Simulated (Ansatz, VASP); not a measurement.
## TaSi3: VASP beside Ansatz

```
CELL_PARAMETERS angstrom
-1.85512 1.85512 4.27674
1.85512 -1.85512 4.27674
1.85512 1.85512 -4.27674
ATOMIC_POSITIONS crystal
Ta 0.00000 0.00000 0.00000
Si 0.50000 0.50000 0.00000
Si 0.25000 0.75000 0.50000
Si 0.75000 0.25000 0.50000
```

Alike in both runs: functional PBE; k mesh 6 × 6 × 6; occupations gaussian, width 0.1 eV; no spin polarisation.

Ansatz relaxed the structure, and its values are those at the end. VASP's run is a single point on that final structure, the one shown.

|  | VASP | Ansatz |
| --- | --- | --- |
| version | VASP 6.6.1 | Ansatz 0.2.0 |
| potentials or method | VASP PAW PBE potentials, release 64 (Ta_pv, Si), cutoff 520 eV | scalar-relativistic, plane waves, PAW |
| valence electrons in the cell | 23 | 25 |

|  | VASP | Ansatz | Ansatz less VASP |
| --- | --- | --- | --- |
| gap on the k mesh at the Fermi level (eV) | none | none | - |
| pressure (GPa) | -0.1 | -0.1 | -0.05 |

A gap of «none» marks a metal or a gap that the smearing closes. The functional is the same, so the differences come from potentials, cutoffs and numerics. VASP's potentials hold 23 valence electrons a cell and Ansatz's 25, so a difference there can come from the potentials and not from the codes.

The k mesh is coarse, so the values compare programs but aren't converged. Spin-orbit coupling is off throughout.
